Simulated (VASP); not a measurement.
Write the native input for VASP 6.6.1 that does the following.

```yaml
Task: single point
Functional: PBEsol
Potentials_or_basis: VASP PAW PBE potentials, release 64 (Pb_d, Se)
Cutoff: 500 eV
k_mesh: 6 × 6 × 6
Occupations: fermi-dirac, width 0.05 eV
Spin: no spin polarisation
Dipole_correction: no
Further_INCAR_settings: ALGO = Normal; EDIFF = 1e-06; NBANDS = 17
```

The structure of PbSe lies in POSCAR:

```
PbSe
1.0
    3.7843220000      0.0000000000      0.0000000000
    0.0000000000      3.7843220000      0.0000000000
    0.0000000000      0.0000000000      3.7843220000
Pb Se
1 1
Direct
    0.0000000000      0.0000000000      0.0000000000
    0.5000000000      0.5000000000      0.5000000000
```

These files were run (other wordings do the same):

INCAR

```
PREC     = Accurate       # precision mode
ENCUT    = 500            # plane-wave cutoff, eV
EDIFF    = 1E-6           # SCF threshold, eV
ISMEAR   = -1             # smearing method
SIGMA    = 0.05           # smearing width, eV
LREAL    = F              # projectors in reciprocal space
LASPH    = T              # aspherical terms in the spheres
NELM     = 120            # most SCF steps
ALGO     = Normal         # electronic algorithm
ISIF     = 2              # what is computed and relaxed
LWAVE    = F              # write WAVECAR
LCHARG   = F              # write CHGCAR
GGA      = PS             # functional
NBANDS   = 17             # bands
GGA_COMPAT= F
```

KPOINTS

```
Automatic mesh
0
Gamma
  6 6 6
```

Potentials or basis: VASP PAW PBE potentials, release 64 (Pb_d, Se).

Command:

```sh
$ cat potpaw_PBE.64/Pb_d/POTCAR potpaw_PBE.64/Se/POTCAR > POTCAR
$ mpirun -np 1 vasp_std > vasp.out
```

It gave:

```yaml
Pressure: -3.2 GPa
Band_gap_on_the_k_mesh: zero (band 10 reaches 5.30 eV, above the bottom of band 11 at 4.54 eV)
```

Caveat: the PAW data sets were made with another functional, which shifts forces and pressure a little; spin-orbit coupling is left out, which moves the levels of the heavy elements.

It took 15 s on 1 thread of Intel(R) Xeon(R) Platinum 8488C (Sapphire Rapids), with other jobs on the host, peak memory 0.16 GiB.
